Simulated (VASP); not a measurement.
# PtSe2 (P-3m1) in VASP: settings compared

PtSe2 is run at these levels: b88 exchange, pbe correlation, RPBE, PBEsol; tasks: single point, relaxation of cell and atoms.

Everything below comes from runs of VASP 6.6.1. Logs are shortened: lines on timing, memory, paths and dates and some standing lists are left out, and cuts for length are marked.

## (1) The cell of the first run

The structure is trigonal, space group P-3m1 (No. 164). The conventional cell has a = 3.724 Å, b = 3.724 Å, c = 5.062 Å, α = 90.00°, β = 90.00°, γ = 120.00°. Within 3.3 Å of Pt (site symmetry -3m) lie 6 Se at 2.49 Å. Within 3.4 Å of Se (site symmetry 3m) lie 3 Pt at 2.49 Å and 6 Se at 3.32 Å.

## (2) Single point, b88 exchange, pbe correlation

File INCAR:

```
PREC = Accurate ; ENCUT = 500
EDIFF = 1E-6 ; ISMEAR = -1
SIGMA = 0.05 ; LREAL = False
LASPH = True ; NELM = 120
ALGO = Normal ; ISIF = 2
LWAVE = False ; LCHARG = False
GGA = LIBXC ; LIBXC1 = GGA_X_B88
LIBXC2 = GGA_C_PBE ; NBANDS = 18
GGA_COMPAT = False
```

File KPOINTS:

```
Automatic mesh
0
Gamma
  8 8 5
```

File POSCAR:

```
PtSe2
1.0
    3.7240000000      0.0000000000      0.0000000000
   -1.8620000000      3.2250786037      0.0000000000
    0.0000000000      0.0000000000      5.0620000000
Pt Se
1 2
Direct
    0.0000000000      0.0000000000      0.0000000000
    0.6666666667      0.3333333333      0.7500000000
    0.3333333333      0.6666666667      0.2500000000
```

Potentials or basis: VASP PAW PBE potentials, release 64 (Pt, Se).

Run with:

```bash
cat potpaw_PBE.64/Pt/POTCAR potpaw_PBE.64/Se/POTCAR > POTCAR
mpirun -np 1 vasp_std > vasp.out
```

OUTCAR:

```text
PREC = Accurate
   ENCUT = 500
   EDIFF = 1E-6
   ISMEAR = -1
   LREAL = False
   LASPH = True
   NELM = 120
   ISIF = 2
   GGA = LIBXC

 ion  position               nearest neighbor table
   1  0.000  0.000  0.000-   2 2.49   3 2.49   2 2.49   3 2.49   2 2.49   3 2.49
   2  0.667  0.333  0.750-   1 2.49   1 2.49   1 2.49
   3  0.333  0.667  0.250-   1 2.49   1 2.49   1 2.49

  LATTYP: Found a hexagonal cell.
 ALAT       =     3.7240000000
 C/A-ratio  =     1.3592910849

  Lattice vectors:

 A1 = (   3.7240000000,   0.0000000000,   0.0000000000)
 A2 = (  -1.8620000000,   3.2250786037,   0.0000000000)
 A3 = (   0.0000000000,   0.0000000000,   5.0620000000)

Analysis of symmetry for initial positions (statically):
=====================================================================
 Subroutine PRICEL returns:
 Original cell was already a primitive cell.

 Routine SETGRP: Setting up the symmetry group for a
 hexagonal supercell.

 Subroutine GETGRP returns: Found 12 space group operations
 (whereof 12 operations were pure point group operations)
 out of a pool of 24 trial point group operations.

The static configuration has the point symmetry D_3d.

Analysis of symmetry for dynamics (positions and initial velocities):
=====================================================================
 Subroutine PRICEL returns:
 Original cell was already a primitive cell.

 Routine SETGRP: Setting up the symmetry group for a
 hexagonal supercell.

 Subroutine GETGRP returns: Found 12 space group operations
 (whereof 12 operations were pure point group operations)
 out of a pool of 24 trial point group operations.

The dynamic configuration has the point symmetry D_3d.

 Subroutine INISYM returns: Found 12 space group operations
 (whereof 12 operations are pure point group operations),
 and found     1 'primitive' translations

----------------------------------------------------------------------------------------

                                     Primitive cell

  volume of cell :      60.7956

  direct lattice vectors                    reciprocal lattice vectors
     3.724000000  0.000000000  0.000000000     0.268528464  0.155034981  0.000000000
    -1.862000000  3.225078604  0.000000000     0.000000000  0.310069962  0.000000000
     0.000000000  0.000000000  5.062000000     0.000000000  0.000000000  0.197550375

  length of vectors
     3.724000000  3.724000000  5.062000000     0.310069962  0.310069962  0.197550375

  position of ions in fractional coordinates (direct lattice)
     0.000000000  0.000000000  0.000000000
     0.666666667  0.333333333  0.750000000
     0.333333333  0.666666667  0.250000000

  ion indices of the primitive-cell ions
   primitive index   ion index
                 1           1
                 2           2
                 3           3

----------------------------------------------------------------------------------------

 KPOINTS: Automatic mesh

Automatic generation of k-mesh.
 Grid dimensions read from file:
 generate k-points for:    8    8    5

 Generating k-lattice:

  Cartesian coordinates                     Fractional coordinates (reciprocal lattice)
     0.033566058  0.019379373  0.000000000     0.125000000  0.000000000  0.000000000
     0.000000000  0.038758745  0.000000000     0.000000000  0.125000000  0.000000000
     0.000000000  0.000000000  0.039510075     0.000000000  0.000000000  0.200000000

  Length of vectors
     0.038758745  0.038758745  0.039510075

  Shift w.r.t. Gamma in fractional coordinates (k-lattice)
     0.000000000  0.000000000  0.000000000

 Subroutine IBZKPT returns following result:
 ===========================================

 Found     40 irreducible k-points:

 Following reciprocal coordinates:
            Coordinates               Weight
  0.000000  0.000000  0.000000      1.000000
  0.125000 -0.000000  0.000000      6.000000
  0.250000 -0.000000  0.000000      6.000000
  0.375000  0.000000  0.000000      6.000000
  0.500000 -0.000000  0.000000      3.000000
  0.125000  0.125000  0.000000      6.000000
[... 40 lines left out ...]

 Free energy of the ion-electron system (eV)
  ---------------------------------------------------
  ext. energy  EPLUGINS =         0.00000000
  ---------------------------------------------------
  free energy    TOTEN  =       -13.73761840 eV

  energy without entropy =      -13.73206675  energy(sigma->0) =      -13.73484257

 E-fermi :   6.5226     XC(G=0): -10.6600

 val. band max:        6.5212903207   @ k =   0.0000   0.1250   0.2000
 cond. band min:       6.5909755560   @ k =   0.3750   0.2500   0.0000
 fundamental gap:      0.0696852353
 Fermi energy:         6.5225509690

 k-point     1 :       0.0000    0.0000    0.0000
  band No.  band energies     occupation
      1      -9.2393      2.00000
      2      -6.4249      2.00000
      3      -0.7135      2.00000
      4      -0.0133      2.00000
      5      -0.0133      2.00000
      6       2.4448      2.00000
[... 10 lines left out ...]
     17      13.7691      0.00000
     18      18.3045      0.00000

 k-point     2 :       0.1250   -0.0000    0.0000
  band No.  band energies     occupation
      1      -9.0650      2.00000
      2      -6.5029      2.00000
      3      -0.5077      2.00000
      4       0.0984      2.00000
      5       0.1137      2.00000
      6       2.1949      2.00000
[... 10 lines left out ...]
     17      14.3184      0.00000
     18      16.2740      0.00000

 k-point     3 :       0.2500   -0.0000    0.0000
  band No.  band energies     occupation
      1      -8.5839      2.00000
      2      -6.7022      2.00000
      3      -0.0117      2.00000
      4       0.3688      2.00000
      5       0.4960      2.00000
      6       1.2524      2.00000
[... 10 lines left out ...]
     17      14.7666      0.00000
     18      14.8335      0.00000

 k-point     4 :       0.3750    0.0000    0.0000
  band No.  band energies     occupation
      1      -7.9378      2.00000
      2      -6.9725      2.00000
      3      -0.3682      2.00000
      4       0.5950      2.00000
      5       0.8565      2.00000
      6       1.4335      2.00000
[... 375 lines left out ...]
      4       0.4539      2.00000
      5       1.2940      2.00000
      6       1.3120      2.00000
[... 10 lines left out ...]
     17      15.5305      0.00000
     18      16.0412      0.00000

 k-point    23 :      -0.1250    0.5000    0.2000
  band No.  band energies     occupation
      1      -7.5975      2.00000
      2      -7.0568      2.00000
      3      -0.7950      2.00000
      4       0.2986      2.00000
      5       0.8627      2.00000
      6       1.9896      2.00000
[... 10 lines left out ...]
     17      15.7494      0.00000
     18      16.3963      0.00000

 k-point    24 :       0.2500    0.2500    0.2000
  band No.  band energies     occupation
      1      -7.5880      2.00000
      2      -7.0816      2.00000
      3      -0.2698      2.00000
      4       0.2097      2.00000
      5       0.6892      2.00000
      6       1.4819      2.00000
[... 10 lines left out ...]
     17      14.9540      0.00000
     18      15.5107      0.00000

 [... further k-points ...]
[... 5 lines left out ...]
  --------------------------------------------------------------------------------------
  -------------------------------------------------------------------------------------
  Total        2.9440342      2.9440342      2.2489914      0.0000000      0.0000000      0.0000000
  in kB       77.5856356     77.5856356     59.2688180      0.0000000      0.0000000      0.0000000
  external PRESSURE =      71.4800298 kB  Pullay stress =       0.0000000 kB

 VOLUME and BASIS-vectors are now :
 -----------------------------------------------------------------------------
  energy-cutoff  :      500.00
  volume of cell :       60.80
      direct lattice vectors                 reciprocal lattice vectors
     3.724000000  0.000000000  0.000000000     0.268528464  0.155034981  0.000000000
    -1.862000000  3.225078604  0.000000000     0.000000000  0.310069962  0.000000000
     0.000000000  0.000000000  5.062000000     0.000000000  0.000000000  0.197550375

 POSITION                                       TOTAL-FORCE (eV/Angst)
 -----------------------------------------------------------------------------------
      0.00000      0.00000      0.00000         0.000000      0.000000     -0.000000
      1.86200      1.07503      3.79650        -0.000000     -0.000000     -0.605762
     -0.00000      2.15005      1.26550         0.000000      0.000000      0.605762
 -----------------------------------------------------------------------------------
    total drift:                               -0.000000     -0.000000     -0.000000

  FREE ENERGIE OF THE ION-ELECTRON SYSTEM (eV)
  ---------------------------------------------------
  free  energy   TOTEN  =       -13.7376184015 eV

  energy  without entropy=      -13.7320667450  energy(sigma->0) =      -13.73484257
```

Run time: 70 s. Hardware: 1 thread of AMD EPYC 7R43 (Zen 3), shared host; peak memory 0.16 GiB.

What came out:

- Free energy: -13.7376 eV
- Pressure: 7.1 GPa
- Largest force: 0.606 eV/Å
- Band gap on the k mesh: zero (bands 11 and 12 overlap by 0.29 eV)

Forces in eV/Å, atoms in the order of the input:
```
Pt   0.000  0.000  0.000
Se   0.000  0.000 -0.606
Se   0.000  0.000  0.606
```

Stress tensor (GPa, compression positive):
```
7.76 0.00 0.00
0.00 7.76 0.00
0.00 0.00 5.93
```

Caveat: the cell stands under pressure; the PAW data sets were made with another functional, which shifts forces and pressure a little; spin-orbit coupling is left out, which moves the levels of the heavy elements.

## (3) Single point, RPBE

This run uses another cell than the first one, of 32.83 Å³/atom.

File INCAR:

```
SYSTEM = PtSe2
ALGO     = Normal         ! electronic algorithm
EDIFF    = 1E-7           ! SCF threshold, eV
ENCUT    = 520            ! plane-wave cutoff, eV
GGA      = RP             ! functional
ISIF     = 2              ! what is computed and relaxed
ISMEAR   = -1             ! smearing method
LASPH    = .True.         ! aspherical terms in the spheres
LCHARG   = .False.        ! write CHGCAR
LREAL    = .False.        ! projectors in reciprocal space
LWAVE    = .False.        ! write WAVECAR
NBANDS   = 18             ! bands
NELM     = 80             ! most SCF steps
PREC     = Accurate       ! precision mode
SIGMA    = 0.05           ! smearing width, eV
```

File KPOINTS:

```
k-points
0
Gamma
  8 8 5
  0 0 0
```

File POSCAR:

```
PtSe2
1.0
    3.7782516041      0.0000000000      0.0000000000
   -1.8891258021      3.2720618711      0.0000000000
    0.0000000000      0.0000000000      7.9665312598
Pt Se
1 2
Direct
    0.0000000000      0.0000000000      0.0000000000
    0.6666666667      0.3333333333      0.8355869720
    0.3333333333      0.6666666667      0.1644130280
```

Potentials or basis: VASP PAW PBE potentials, release 64 (Pt, Se).

Run with:

```bash
cat potpaw_PBE.64/Pt/POTCAR potpaw_PBE.64/Se/POTCAR > POTCAR
mpirun -np 1 vasp_std > vasp.out
```

It took 50 s on 1 thread of Intel Xeon Platinum 8259CL at 2.50GHz (Skylake/Cascade Lake), shared host; peak memory 0.24 GiB.

The run converged. Its results:

```
Free energy            : -13.1134 eV
Pressure               : -0.1 GPa
Largest force          : 0.008 eV/Å
Band gap on the k mesh : 1.27 eV (least direct gap 1.44 eV)
```

Forces on the atoms (eV/Å):
```
Pt   0.000  0.000  0.000
Se   0.000  0.000  0.008
Se   0.000  0.000 -0.008
```

Levels at points of the mesh, in eV from the valence-band top:
```
           k point  band 7  band 8  band 9  band 10  band 11  band 12  band 13  band 14  band 15  band 16
(0.00, 0.00, 0.00)   -2.75   -1.25   -0.42    -0.08    -0.08     2.81     2.81     4.18     5.54     7.40
(0.50, 0.00, 0.00)   -2.27   -2.24   -1.93    -1.83    -1.37     2.24     2.60     4.74     6.29     7.99
```

Caveat: the PAW data sets were made with another functional, which shifts forces and pressure a little; spin-orbit coupling is left out, which moves the levels of the heavy elements; an odd mesh through Γ misses points on the zone boundary, where band edges can lie; this functional lacks dispersion, which binds the layers, so the pressure and a relaxed spacing across them are unreliable.

## (4) Relaxation of cell and atoms, RPBE

File INCAR:

```
SYSTEM = PtSe2
  PREC = Accurate
  ENCUT = 600
  EDIFF = 1E-6
  ISMEAR = -1
  SIGMA = 0.05
  LREAL = .FALSE.
  LASPH = .TRUE.
  NELM = 100
  ALGO = Normal
  ISIF = 3
  LWAVE = .FALSE.
  LCHARG = .FALSE.
  GGA = RP
  IBRION = 2
  NSW = 60
  EDIFFG = -0.01
```

File KPOINTS:

```
regular mesh
0
G
  8 8 5
  0 0 0
```

File POSCAR:

```
PtSe2
1.0
    3.7240000000      0.0000000000      0.0000000000
   -1.8620000000      3.2250786037      0.0000000000
    0.0000000000      0.0000000000      5.0620000000
Pt Se
1 2
Direct
    0.0000000000      0.0000000000      0.0000000000
    0.6666666667      0.3333333333      0.7500000000
    0.3333333333      0.6666666667      0.2500000000
```

Run with:

```bash
cat potpaw_PBE.64/Pt/POTCAR potpaw_PBE.64/Se/POTCAR > POTCAR
mpirun -np 1 vasp_std > vasp.out
```

Wall time 10 min (1 thread of Intel Xeon Platinum 8259CL at 2.50GHz (Skylake/Cascade Lake), shared host); peak memory 0.22 GiB.

The run converged. Its results:

| Property | Result |
| --- | --- |
| Free energy | -13.1001 eV |
| Relaxed volume | 31.77 Å³/atom |
| Relaxed cell | a = 3.778 Å, b = 3.778 Å, c = 7.710 Å, α = 90.00°, β = 90.00°, γ = 120.00° |
| Space group after relaxing (to 0.1 Å) | P-3m1 (No. 164) |
| Energy gained by relaxing | 108.8 meV/atom |
| Ionic steps | 24 |
| Pressure after relaxing | 0.0 GPa |
| Largest force after relaxing | 0.005 eV/Å |
| Band gap on the k mesh | 1.23 eV (least direct gap 1.41 eV) |

Forces on the atoms (eV/Å):
```
Pt   0.000  0.000  0.000
Se   0.000  0.000 -0.005
Se   0.000  0.000  0.005
```

Step by step:
```tsv
step	energy change (eV)	largest force (eV/Å)	pressure (GPa)	volume (Å³)
1	0.0000	0.6440	9.78	60.80
2	0.1214	1.2298	-8.83	72.34
3	-0.1306	0.2920	0.06	65.23
4	-0.1307	0.2735	0.26	65.12
5	-0.1394	0.2512	0.22	65.58
6	-0.1632	0.1785	0.20	66.97
7	-0.2015	0.0031	0.44	69.74
8	-0.2309	0.4945	1.81	75.33
9	-0.2362	0.4641	1.58	75.82
10	-0.2498	0.3772	0.90	77.29
11	-0.2680	0.2172	-0.28	80.26
12	-0.2750	0.0529	-2.08	86.29
13	-0.2852	0.0723	-2.00	87.52
14	-0.3075	0.1043	-1.64	91.16
15	-0.3241	0.0707	-0.50	98.05
16	-0.3239	0.0727	-0.66	97.03
17	-0.3257	0.0404	-0.10	95.66
18	-0.3257	0.0503	-0.06	95.54
19	-0.3257	0.0526	-0.05	95.51
20	-0.3259	0.0463	-0.02	95.46
21	-0.3263	0.0275	0.03	95.30
22	-0.3263	0.0201	0.06	95.24
23	-0.3264	0.0022	-0.06	95.33
24	-0.3264	0.0053	-0.02	95.30
```

Final structure:
```cif
data_structure
_symmetry_space_group_name_H-M 'P 1'
_symmetry_Int_Tables_number 1
_cell_length_a 3.7779
_cell_length_b 3.7779
_cell_length_c 7.7103
_cell_angle_alpha 90.000
_cell_angle_beta 90.000
_cell_angle_gamma 120.000
_cell_volume 95.30
loop_
_atom_site_label
_atom_site_type_symbol
_atom_site_fract_x
_atom_site_fract_y
_atom_site_fract_z
_atom_site_occupancy
Pt1 Pt 0.00000 0.00000 0.00000 1
Se1 Se 0.66667 0.33333 0.83030 1
Se2 Se 0.33333 0.66667 0.16970 1
```

Levels at points of the mesh, in eV from the valence-band top:
| k point | band 9 | band 10 | band 11 | band 12 | band 13 | band 14 |
| --- | --- | --- | --- | --- | --- | --- |
| (0.00, 0.00, 0.00) | -0.41 | -0.11 | -0.11 | 2.79 | 2.79 | 4.21 |
| (0.50, 0.00, 0.00) | -1.95 | -1.86 | -1.41 | 2.21 | 2.58 | 4.74 |

Caveat: the volume moved by over 15 % at a fixed basis, so the end points are rough; the PAW data sets were made with another functional, which shifts forces and pressure a little; spin-orbit coupling is left out, which moves the levels of the heavy elements; an odd mesh through Γ misses points on the zone boundary, where band edges can lie; this functional lacks dispersion, which binds the layers, so the pressure and a relaxed spacing across them are unreliable. Zero-point motion and thermal expansion aren't in these numbers.

## (5) Single point, PBEsol, non-collinear spin, zero start, spin-orbit coupling

File INCAR:

```
ALGO = Normal
EDIFF = 1E-6
ENCUT = 520
GGA = PS
GGA_COMPAT = F
ISIF = 2
ISMEAR = -1
LASPH = T
LCHARG = F
LMAXMIX = 4
LNONCOLLINEAR = T
LORBIT = 11
LORBMOM = T
LREAL = F
LSORBIT = T
LWAVE = F
MAGMOM = 0 0 0 0 0 0 0 0 0
NBANDS = 35
NELM = 150
PREC = Accurate
SIGMA = 0.05
```

File KPOINTS:

```
k-points
0
Gamma
  6 6 4
```

POSCAR is that of step 4.

Run with:

```bash
cat potpaw_PBE.64/Pt/POTCAR potpaw_PBE.64/Se/POTCAR > POTCAR
mpirun -np 1 vasp_ncl > vasp.out
```

Wall time 100 s (1 thread of Intel Xeon Platinum 8259CL at 2.50GHz (Skylake/Cascade Lake), shared host); peak memory 0.34 GiB.

Results (log left out):

```yaml
Free_energy: -16.2866 eV
Pressure: 2.4 GPa
Largest_force: 0.374 eV/Å
Net_moment: 0.00 μB per cell
Valence_electrons_inside_the_program's_atomic_spheres: Pt 9.45; Se 3.79
```

Forces on the atoms (eV/Å):
```
Pt   0.000  0.000  0.000
Se   0.000  0.000 -0.374
Se   0.000  0.000  0.374
```

Stress tensor (GPa, compression positive):
```
2.84 0.00 0.00
0.00 2.84 0.00
0.00 0.00 1.49
```

Moments on the atoms (μB; x, y, z):
```
Pt  0.00 0.00 0.00
Se  0.00 0.00 0.00
Se  0.00 0.00 0.00
```

Caveat: the PAW data sets were made with another functional, which shifts forces and pressure a little.

## (6) Overview

```tsv
task	level	spin	cell	k mesh	cutoff (eV)	gap on the mesh (eV)	pressure (GPa)	largest force (eV/Å)
single point	b88 exchange, pbe correlation	off	a = 3.724, b = 3.724, c = 5.062 Å, angles 90.0, 90.0, 120.0°, 3 atoms, atomic positions A	8 × 8 × 5	500	none	7.1	0.61
single point	RPBE	off	a = 3.778, b = 3.778, c = 7.967 Å, angles 90.0, 90.0, 120.0°, 3 atoms, atomic positions B	8 × 8 × 5	520	1.27	-0.1	0.01
relaxation of cell and atoms	RPBE	off	relaxed from a = 3.724, b = 3.724, c = 5.062 Å, angles 90.0, 90.0, 120.0°, 3 atoms, atomic positions A	8 × 8 × 5	600	1.23	0.0	0.01
single point	PBEsol	non-collinear, zero start, SOC	a = 3.724, b = 3.724, c = 5.062 Å, angles 90.0, 90.0, 120.0°, 3 atoms, atomic positions A	6 × 6 × 4	520	-	2.4	0.37
```

Alike in all rows: potentials or basis VASP PAW PBE potentials, release 64 (Pt, Se); smearing fermi-dirac 0.05 eV.

Caveats: the PAW data sets were made with another functional, which shifts forces and pressure a little; spin-orbit coupling is left out, which moves the levels of the heavy elements (at least some runs); an odd mesh through Γ misses points on the zone boundary, where band edges can lie (at least some runs); this functional lacks dispersion, which binds the layers, so the pressure and a relaxed spacing across them are unreliable (at least some runs); the cell stands under pressure (at least some runs); the volume moved by over 15 % at a fixed basis, so the end points are rough (at least some runs).

Absolute energies hang on the potentials; compare differences alone.
